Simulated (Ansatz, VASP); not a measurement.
## One calculation of Cu, two programs

The input INCAR:

```
SYSTEM = Cu
PREC     = Accurate       ! precision mode
ENCUT    = 700            ! plane-wave cutoff, eV
EDIFF    = 1E-6           ! SCF threshold, eV
ISMEAR   = 0              ! smearing method
SIGMA    = 0.15           ! smearing width, eV
LREAL    = .FALSE.        ! projectors in reciprocal space
LASPH    = .TRUE.         ! aspherical terms in the spheres
NELM     = 120            ! most SCF steps
ALGO     = Normal         ! electronic algorithm
ISIF     = 2              ! what is computed and relaxed
LWAVE    = .FALSE.        ! write WAVECAR
LCHARG   = .TRUE.         ! write CHGCAR
GGA      = PS             ! functional
LELF     = .TRUE.         ! ELF
LVHAR    = .TRUE.       
NBANDS   = 16             ! bands
GGA_COMPAT= .FALSE.
```

KPOINTS

```
Automatic mesh
0
G
  24 24 24
  0 0 0
```

POSCAR

```
Cu
1.0
   -1.4427933200      1.4427933200      1.3554402282
    1.4427933200     -1.4427933200      1.3554402282
    1.4427933200      1.4427933200     -1.3554402282
Cu
1
Direct
    0.0000000000      0.0000000000      0.0000000000
```

Input for Ansatz:

```yaml
crystal:
  lattice:
    - [-1.44279332, 1.44279332, 1.3554402282]
    - [1.44279332, -1.44279332, 1.3554402282]
    - [1.44279332, 1.44279332, -1.3554402282]
  atoms:
    - { symbol: Cu, position: [0.0, 0.0, 0.0] }
basis:
  ecutwfc: 420
kpoints:
  mp_grid: { grid: [24, 24, 24] }
hamiltonian:
  xc: pbesol
scf:
  occupations: { method: gaussian, width: 0.15 }
output:
  forces: true
  stress: true
  eigenvalues: true
```

Change from the starting cell: strain +0.000 along x and y, -0.015 along z, atoms carried along.

Alike in both runs: task single point; functional PBEsol; k mesh 24 × 24 × 24; occupations gaussian, width 0.15 eV; no spin polarisation.

```csv
,VASP,Ansatz
version,VASP 6.6.1,Ansatz 0.2.0
potentials or method,"VASP PAW PBE potentials, release 64 (Cu_sv_GW), cutoff 700 eV","scalar-relativistic, plane waves, PAW"
valence electrons in the cell,19,19
```

```tsv
	VASP	Ansatz	Ansatz less VASP
gap on the k mesh at the Fermi level (eV)	none	none	-
pressure (GPa)	-2.9	1.1	+4.04
traceless stress, the component that is largest in VASP (GPa)	0.10	0.09	-0.006
```

VASP's potentials were made for PBE, not for PBEsol. A gap of «none» marks a metal or a gap that the smearing closes. One of these differences is far larger than is usual between the two programs; its cause wasn't traced. The functional is the same, so the differences come from potentials, cutoffs and numerics.
